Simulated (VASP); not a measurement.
Set up this calculation in VASP 6.6.1, as the native input.

| Item | Value |
| --- | --- |
| Task | single point |
| Functional | LDA |
| Potentials or basis | VASP PAW LDA potentials, release 64 (C) |
| Cutoff | 520 eV |
| k mesh | 18 × 18 × 6 |
| Occupations | gaussian, width 0.1 eV |
| Spin | no spin polarisation |
| Dipole correction | no |
| Further INCAR settings | ALGO = Normal; EDIFF = 1e-06; NBANDS = 16 |

The structure of C lies in POSCAR:

```
C
1.0
    1.2194285834     -2.1095047747      0.0000000000
    1.2194285834      2.1095047747      0.0000000000
    0.0000000000      0.0000000000      6.2112802880
C
4
Direct
    0.0832795821      0.9167204179      0.7500000000
    0.5832795821      0.4167204179      0.2500000000
    0.9167204179      0.0832795821      0.2500000000
    0.4167204179      0.5832795821      0.7500000000
```

One way to write it, as run:

INCAR

```
SYSTEM = C
ALGO     = Normal         ! electronic algorithm
EDIFF    = 1E-6           ! SCF threshold, eV
ENCUT    = 520            ! plane-wave cutoff, eV
GGA      = CA             ! functional
ISIF     = 2              ! what is computed and relaxed
ISMEAR   = 0              ! smearing method
LASPH    = .True.         ! aspherical terms in the spheres
LCHARG   = .False.        ! write CHGCAR
LREAL    = .False.        ! projectors in reciprocal space
LWAVE    = .False.        ! write WAVECAR
NBANDS   = 16             ! bands
NELM     = 100            ! most SCF steps
PREC     = Accurate       ! precision mode
SIGMA    = 0.1            ! smearing width, eV
```

KPOINTS

```
k-points
0
Gamma
  18 18 6
  0 0 0
```

Potentials or basis: VASP PAW LDA potentials, release 64 (C).

Launch:

```console
$ cat potpaw_LDA.64/C/POTCAR > POTCAR
$ mpirun -np 1 vasp_std > vasp.out
```

It gave:

| Item | Value |
| --- | --- |
| Pressure | 4.9 GPa |
| Band gap on the k mesh | zero (bands 8 and 9 overlap by 0.08 eV) |

Caveat: the cell stands under pressure.

Run time: 100 s on 1 thread of Intel(R) Xeon(R) Platinum 8488C (Sapphire Rapids) (shared host), peak memory 0.22 GiB.
